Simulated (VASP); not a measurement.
Wanted: the native input for a VASP 6.6.1 run.

```
Task                   : single point
Functional             : PBE
Potentials or basis    : VASP PAW PBE potentials, release 64 (Te, Pb_d)
Cutoff                 : 500 eV
k mesh                 : 8 × 8 × 8
Occupations            : gaussian, width 0.05 eV
Spin                   : no spin polarisation
Dipole correction      : no
Further INCAR settings : ALGO = Normal; EDIFF = 1e-06; NBANDS = 17
```

The structure of TePb lies in POSCAR:

```
TePb
1.0
    0.0000000000      3.3883500000      3.1463250000
    3.3883500000      0.0000000000      3.1463250000
    3.3883500000      3.3883500000      0.0000000000
Te Pb
1 1
Direct
    0.5000000000      0.5000000000      0.5000000000
    0.0000000000      0.0000000000      0.0000000000
```

This cell differs from its parent crystal: strain +0.050 along x and y, -0.025 along z.

One way to write it, as run:

INCAR

```
SYSTEM = TePb
PREC = Accurate
ENCUT = 500
EDIFF = 1E-6
ISMEAR = 0
SIGMA = 0.05
LREAL = .False.
LASPH = .True.
NELM = 120
ALGO = Normal
ISIF = 2
LWAVE = .False.
LCHARG = .False.
GGA = PE
NBANDS = 17
GGA_COMPAT = .False.
```

KPOINTS

```
Automatic mesh
0
Gamma
  8 8 8
  0 0 0
```

Potentials or basis: VASP PAW PBE potentials, release 64 (Te, Pb_d).

Launch:

```bash
$ cat potpaw_PBE.64/Te/POTCAR potpaw_PBE.64/Pb_d/POTCAR > POTCAR
$ mpirun -np 1 vasp_std > vasp.out
```

Results of the run:

```json
{"Pressure": "-0.1 GPa", "Band gap on the k mesh": "0.63 eV"}
```

Caveat: the cell differs from its parent crystal (strain +0.050 along x and y, -0.025 along z); the stress differs along the axes, from -3 to 5 GPa; spin-orbit coupling is left out, which moves the levels of the heavy elements.

Run time: 47 s on 1 thread of Intel(R) Xeon(R) Platinum 8375C CPU @ 2.90GHz (Ice Lake), on a shared host, peak memory 0.24 GiB.
